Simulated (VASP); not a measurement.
# Sn4HI8 (a cell with a defect) in VASP: single point with PBEsol

Aim: the single point of Sn4HI8 (a cell with a defect) with PBEsol.

Everything below comes from runs of VASP 6.6.1. Logs are shortened: lines on timing, memory, paths and dates and some standing lists are left out, and cuts for length are marked.

### Step 1. The cell of the first run

The cell holds a defect, 13 atoms: a = 7.584 Å, b = 7.584 Å, c = 9.239 Å, α = 90.00°, β = 90.00°, γ = 90.00°.

### Step 2. Single point, PBEsol

Input file INCAR:

```
ALGO     = Normal         # electronic algorithm
EDIFF    = 1E-7           # SCF threshold, eV
ENCUT    = 520            # plane-wave cutoff, eV
GGA      = PS             # functional
ISIF     = 2              # what is computed and relaxed
ISMEAR   = -1             # smearing method
LASPH    = T              # aspherical terms in the spheres
LCHARG   = F              # write CHGCAR
LREAL    = F              # projectors in reciprocal space
LWAVE    = F              # write WAVECAR
NBANDS   = 68             # bands
NELECT   = 112.0        
NELM     = 60             # most SCF steps
PREC     = Accurate       # precision mode
SIGMA    = 0.02           # smearing width, eV
```

Input file KPOINTS:

```
k-points
0
Gamma
  1 1 1
```

Input file POSCAR:

```
Sn4HI8
1.0
    7.5838790000      0.0000000000      0.0000000000
    0.0000000000      7.5838790000      0.0000000000
    0.0000000000      0.0000000000      9.2389150000
Sn I H
4 8 1
Direct
   -0.0001450445      0.0323317395     -0.0087131443
    0.2936491998      0.3153926902      0.2406776120
    0.0169570216      0.0338481139      0.5077219565
    0.5933638973      0.6278317468      0.7520796544
    0.2953765481      0.3046725825     -0.0784291229
    0.6691694316      0.6881438905      0.0540756139
    0.9067523361      0.2919877809      0.2503107778
    0.2741604923      0.9279947636      0.2507112578
    0.2896670688      0.3328639605      0.5676315888
    0.6432855798      0.6954884169      0.4654550886
    0.7507240028      0.1751873942      0.7534542747
    0.1645068441      0.7575542806      0.7455204426
    0.6671388085      0.6907151340      0.2516421030
```

Potentials or basis: VASP PAW PBE potentials, release 64 (Sn_d, I, H).

Launch:

```sh
> cat potpaw_PBE.64/Sn_d/POTCAR potpaw_PBE.64/I/POTCAR potpaw_PBE.64/H/POTCAR > POTCAR
> mpirun -np 1 vasp_gam > vasp.out
```

OUTCAR:

```text
EDIFF = 1E-7
   ENCUT = 520
   GGA = PS
   ISIF = 2
   ISMEAR = -1
   LASPH = T
   LREAL = F
   NELECT = 112.0
   NELM = 60
   PREC = Accurate

 ion  position               nearest neighbor table
   1  1.000  0.032  0.991-  11 3.09   5 3.12   7 3.18   8 3.27  12 3.33
   2  0.294  0.315  0.241-   7 2.94   8 2.94   5 2.95   9 3.02
   3  0.017  0.034  0.508-   9 3.12   8 3.18   7 3.19  11 3.22  12 3.24
   4  0.593  0.628  0.752-  10 2.72   6 2.89  12 3.40  11 3.63   9 3.63
   5  0.295  0.305  0.922-   2 2.95   1 3.12   9 3.28
   6  0.669  0.688  0.054-  13 1.83   4 2.89
   7  0.907  0.292  0.250-   2 2.94   1 3.18   3 3.19
   8  0.274  0.928  0.251-   2 2.94   3 3.18   1 3.27
   9  0.290  0.333  0.568-   2 3.02   3 3.12   5 3.28   4 3.63
  10  0.643  0.695  0.465-  13 1.98   4 2.72
  11  0.751  0.175  0.753-   1 3.09   3 3.22   4 3.63
  12  0.165  0.758  0.746-   3 3.24   1 3.33   4 3.40
  13  0.667  0.691  0.252-   6 1.83  10 1.98

  LATTYP: Found a simple tetragonal cell.
 ALAT       =     7.5838790000
 C/A-ratio  =     1.2182308025

  Lattice vectors:

 A1 = (   7.5838790000,   0.0000000000,   0.0000000000)
 A2 = (   0.0000000000,   7.5838790000,   0.0000000000)
 A3 = (   0.0000000000,   0.0000000000,   9.2389150000)

Analysis of symmetry for initial positions (statically):
=====================================================================
 Subroutine PRICEL returns:
 Original cell was already a primitive cell.

 Routine SETGRP: Setting up the symmetry group for a
 simple tetragonal supercell.

 Subroutine GETGRP returns: Found  1 space group operations
 (whereof  1 operations were pure point group operations)
 out of a pool of 16 trial point group operations.

The static configuration has the point symmetry C_1 .

Analysis of symmetry for dynamics (positions and initial velocities):
=====================================================================
 Subroutine PRICEL returns:
 Original cell was already a primitive cell.

 Routine SETGRP: Setting up the symmetry group for a
 simple tetragonal supercell.

 Subroutine GETGRP returns: Found  1 space group operations
 (whereof  1 operations were pure point group operations)
 out of a pool of 16 trial point group operations.

The dynamic configuration has the point symmetry C_1 .

 Subroutine INISYM returns: Found  1 space group operations
 (whereof  1 operations are pure point group operations),
 and found     1 'primitive' translations

----------------------------------------------------------------------------------------

                                     Primitive cell

  volume of cell :     531.3782

  direct lattice vectors                    reciprocal lattice vectors
     7.583879000  0.000000000  0.000000000     0.131858644  0.000000000  0.000000000
     0.000000000  7.583879000  0.000000000     0.000000000  0.131858644  0.000000000
     0.000000000  0.000000000  9.238915000     0.000000000  0.000000000  0.108237818

  length of vectors
     7.583879000  7.583879000  9.238915000     0.131858644  0.131858644  0.108237818

  position of ions in fractional coordinates (direct lattice)
     0.999854955  0.032331740  0.991286856
     0.293649200  0.315392690  0.240677612
     0.016957022  0.033848114  0.507721956
     0.593363897  0.627831747  0.752079654
     0.295376548  0.304672582  0.921570877
     0.669169432  0.688143891  0.054075614
     0.906752336  0.291987781  0.250310778
     0.274160492  0.927994764  0.250711258
     0.289667069  0.332863960  0.567631589
     0.643285580  0.695488417  0.465455089
     0.750724003  0.175187394  0.753454275
     0.164506844  0.757554281  0.745520443
     0.667138808  0.690715134  0.251642103

  ion indices of the primitive-cell ions
   primitive index   ion index
                 1           1
                 2           2
                 3           3
                 4           4
                 5           5
                 6           6
                 7           7
                 8           8
                 9           9
                10          10
                11          11
                12          12
                13          13

----------------------------------------------------------------------------------------

 KPOINTS: k-points

Automatic generation of k-mesh.
 Grid dimensions read from file:
 generate k-points for:    1    1    1

 Generating k-lattice:

  Cartesian coordinates                     Fractional coordinates (reciprocal lattice)
     0.131858644  0.000000000  0.000000000     1.000000000  0.000000000  0.000000000
     0.000000000  0.131858644  0.000000000     0.000000000  1.000000000  0.000000000
     0.000000000  0.000000000  0.108237818     0.000000000  0.000000000  1.000000000

  Length of vectors
     0.131858644  0.131858644  0.108237818

  Shift w.r.t. Gamma in fractional coordinates (k-lattice)
     0.000000000  0.000000000  0.000000000

 Subroutine IBZKPT returns following result:
 ===========================================

 Found      1 irreducible k-points:

 Following reciprocal coordinates:
            Coordinates               Weight
  0.000000  0.000000  0.000000      1.000000
   k-points           NKPTS =      1   k-points in BZ     NKDIM =      1   number of bands    NBANDS=     68
   number of dos      NEDOS =    301   number of ions     NIONS =     13
   total plane-waves  NPLWV = 219520
   dimension x,y,z NGX =    56 NGY =   56 NGZ =   70
   dimension x,y,z NGXF=   112 NGYF=  112 NGZF=  140
   ions per type =               4   8   1
   NGX,Y,Z   is equivalent  to a cutoff of  12.28, 12.28, 12.60 a.u.
   NGXF,Y,Z  is equivalent  to a cutoff of  24.55, 24.55, 25.19 a.u.
 SYSTEM =  unknown system
   PREC   = accura    normal or accurate (medium, high low for compatibility)
   ISTART =      0    job   : 0-new  1-cont  2-samecut
   ICHARG =      2    charge: 1-file 2-atom 10-const
   ISPIN  =      1    spin polarized calculation?
   LNONCOLLINEAR =      F non collinear calculations
   LSORBIT =      F    spin-orbit coupling
   LASPH  =      T    aspherical Exc in radial PAW
   ENCUT  =  520.0 eV  38.22 Ry    6.18 a.u.  14.10 14.10 17.18*2*pi/ulx,y,z
   NELM   =     60;   NELMIN=  2; NELMDL= -5     # of ELM steps
   EDIFF  = 0.1E-06   stopping-criterion for ELM
   LREAL  =      F    real-space projection
   EDIFFG = 0.1E-05   stopping-criterion for IOM
   NSW    =      0    number of steps for IOM
   IBRION =     -1    ionic relax: 0-MD 1-quasi-New 2-CG
   NFREE  =      0    steps in history (QN), initial steepest desc. (CG)
   ISIF   =      2    stress and relaxation
   ISYM   =      2    0-nonsym 1-usesym 2-fastsym
   POTIM  = 0.5000    time-step for ionic-motion
   TEBEG  =    0.0;   TEEND  =   0.0 temperature during run
   PSTRESS=    0.0 pullay stress
   NELECT =     112.0000    total number of electrons
   NUPDOWN=      -1.0000    fix difference up-down
   EMIN   =  10.00;   EMAX   =-10.00  energy-range for DOS
   EFERMI =   0.00;   METHOD = LEGACY
   ISMEAR =    -1;   SIGMA  =   0.02  broadening in eV -4-tet -1-fermi 0-gaus
   EFERMI_NEDOS =   21; number of points for ismear=-14 and -15
   IALGO  =     38    algorithm
   IMIX   =      4    mixing-type and parameters
     AMIX     =   0.40;   BMIX     =  1.00
     AMIX_MAG =   1.60;   BMIX_MAG =  1.00
  volume/ion in A,a.u.               =      40.88       275.84
  Fermi-wavevector in a.u.,A,eV,Ry     =   0.974271  1.841104 12.914693  0.949203
  Thomas-Fermi vector in A             =   2.104717
   LORBIT       =      0    0 simple, 1 ext, 2 COOP (PROOUT), +10 PAW based schemes
   GGA     = PS    functional components
   LHFCALC =     F    Hartree Fock is set to
   AEXX    =    0.0000 exact exchange contribution
   IVDW    =     0    specifies the selected vdW correction
   LEPSILON=     F    determine dielectric tensor
   LRPA    =     F    only Hartree local field effects (RPA)
 non-spin polarized calculation
  energy-cutoff  :      520.00
  volume of cell :      531.38
 maximum number of plane-waves:      7148
   NGX = 29   NGY = 29   NGZ = 35

 number of electron     112.0000004 magnetization

 Free energy of the ion-electron system (eV)
  ---------------------------------------------------
  ext. energy  EPLUGINS =         0.00000000
  ---------------------------------------------------
  free energy    TOTEN  =       -43.11999068 eV

  energy without entropy =      -43.11999068  energy(sigma->0) =      -43.11999068

 E-fermi :   2.4318     XC(G=0):  -7.8838

 val. band max:        1.9480502514   @ k =   0.0000   0.0000   0.0000
 cond. band min:       4.0270205011   @ k =   0.0000   0.0000   0.0000
 fundamental gap:      2.0789702497
 Fermi energy:         2.4318167681

 k-point     1 :       0.0000    0.0000    0.0000
  band No.  band energies     occupation
      1     -19.2236      2.00000
      2     -19.2212      2.00000
      3     -19.1958      2.00000
      4     -19.1761      2.00000
      5     -19.1504      2.00000
      6     -18.7118      2.00000
      7     -18.7060      2.00000
      8     -18.7053      2.00000
      9     -18.7006      2.00000
     10     -18.6982      2.00000
     11     -18.6945      2.00000
     12     -18.6903      2.00000
     13     -18.6902      2.00000
     14     -18.6813      2.00000
     15     -18.6767      2.00000
     16     -18.3534      2.00000
     17     -18.3316      2.00000
     18     -18.2440      2.00000
     19     -18.2391      2.00000
     20     -18.2335      2.00000
     21     -10.5728      2.00000
     22     -10.2202      2.00000
     23      -9.9223      2.00000
     24      -9.7686      2.00000
     25      -9.7405      2.00000
     26      -9.3941      2.00000
     27      -9.2768      2.00000
     28      -9.1570      2.00000
     29      -5.0483      2.00000
     30      -4.1674      2.00000
     31      -4.1181      2.00000
     32      -3.9314      2.00000
     33      -1.7333      2.00000
     34      -1.0009      2.00000
     35      -0.9534      2.00000
     36      -0.6330      2.00000
     37      -0.5881      2.00000
     38      -0.4701      2.00000
     39      -0.4588      2.00000
     40      -0.3965      2.00000
     41      -0.0821      2.00000
     42      -0.0527      2.00000
     43       0.2430      2.00000
     44       0.3869      2.00000
     45       0.3884      2.00000
     46       0.4648      2.00000
     47       0.6661      2.00000
     48       0.8463      2.00000
     49       0.9651      2.00000
     50       1.0710      2.00000
     51       1.3381      2.00000
     52       1.4146      2.00000
     53       1.5066      2.00000
     54       1.6813      2.00000
     55       1.7725      2.00000
     56       1.9481      2.00000
     57       4.0270      0.00000
     58       4.5149      0.00000
     59       4.8590      0.00000
     60       5.1248      0.00000
     61       5.2252      0.00000
     62       5.3730      0.00000
     63       5.7430      0.00000
     64       5.8138      0.00000
     65       5.9126      0.00000
     66       5.9761      0.00000
     67       7.1286      0.00000
     68       7.3329      0.00000

------------------------ aborting loop because EDIFF is reached ----------------------------------------

  FORCE on cell =-STRESS in cart. coord.  units (eV):
  Direction    XX          YY          ZZ          XY          YZ          ZX
  --------------------------------------------------------------------------------------
  -------------------------------------------------------------------------------------
  Total      -18.0142256    -17.5445852     -1.2547184     -3.2995380     -0.3837650      0.0832629
  in kB      -54.3153294    -52.8992999     -3.7831458     -9.9485539     -1.1571033      0.2510490
  external PRESSURE =     -36.9992584 kB  Pullay stress =       0.0000000 kB

 VOLUME and BASIS-vectors are now :
 -----------------------------------------------------------------------------
  energy-cutoff  :      520.00
  volume of cell :      531.38
      direct lattice vectors                 reciprocal lattice vectors
     7.583879000  0.000000000  0.000000000     0.131858644  0.000000000  0.000000000
     0.000000000  7.583879000  0.000000000     0.000000000  0.131858644  0.000000000
     0.000000000  0.000000000  9.238915000     0.000000000  0.000000000  0.108237818

 POSITION                                       TOTAL-FORCE (eV/Angst)
 -----------------------------------------------------------------------------------
      7.58278      0.24520      9.15842         0.220149     -0.054511     -0.436746
      2.22700      2.39190      2.22360         0.601672      0.572499      0.154417
      0.12860      0.25670      4.69080         0.100563      0.057079      0.471118
      4.50000      4.76140      6.94840        -0.160729     -0.029120      0.515823
      2.24010      2.31060      8.51432        -0.194055     -0.006022      0.175923
      5.07490      5.21880      0.49960        -0.117440     -0.059908      0.111038
      6.87670      2.21440      2.31260        -0.542093      0.046862     -0.010280
      2.07920      7.03780      2.31630        -0.022891     -0.445298      0.011533
      2.19680      2.52440      5.24430        -0.117750     -0.502541     -0.270657
      4.87860      5.27450      4.30030         0.371154     -0.022871     -1.115635
      5.69340      1.32860      6.96110         0.077588     -0.100659     -0.085069
      1.24760      5.74520      6.88780        -0.218099      0.418438      0.200972
      5.05950      5.23830      2.32490         0.001933      0.126052      0.277561
 -----------------------------------------------------------------------------------
    total drift:                                0.000797     -0.000170      0.000136

  FREE ENERGIE OF THE ION-ELECTRON SYSTEM (eV)
  ---------------------------------------------------
  free  energy   TOTEN  =       -43.1199906801 eV

  energy  without entropy=      -43.1199906801  energy(sigma->0) =      -43.11999068
```

Wall time 96 s (1 thread of Oxide Virtual Turin-like, shared host); peak memory 0.46 GiB.

Results:

```
Free energy   : -43.1200 eV
Largest force : 1.176 eV/Å
```

Forces on the atoms (eV/Å):
```
Sn   0.220 -0.055 -0.437
Sn   0.602  0.572  0.154
Sn   0.101  0.057  0.471
Sn  -0.161 -0.029  0.516
I   -0.194 -0.006  0.176
I   -0.117 -0.060  0.111
I   -0.542  0.047 -0.010
I   -0.023 -0.445  0.012
I   -0.118 -0.503 -0.271
I    0.371 -0.023 -1.116
I    0.078 -0.101 -0.085
I   -0.218  0.418  0.201
H    0.002  0.126  0.278
```

Caveat: the k points lie up to 0.83 Å⁻¹ apart, too coarse for converged energies, forces and pressures; the cell carries a net charge on a neutralising background, which shifts energy and pressure; the cell is charged against a uniform background, so pressure and absolute levels hang on convention; the PAW data sets were made with another functional, which shifts forces and pressure a little; spin-orbit coupling is left out, which moves the levels of the heavy elements.
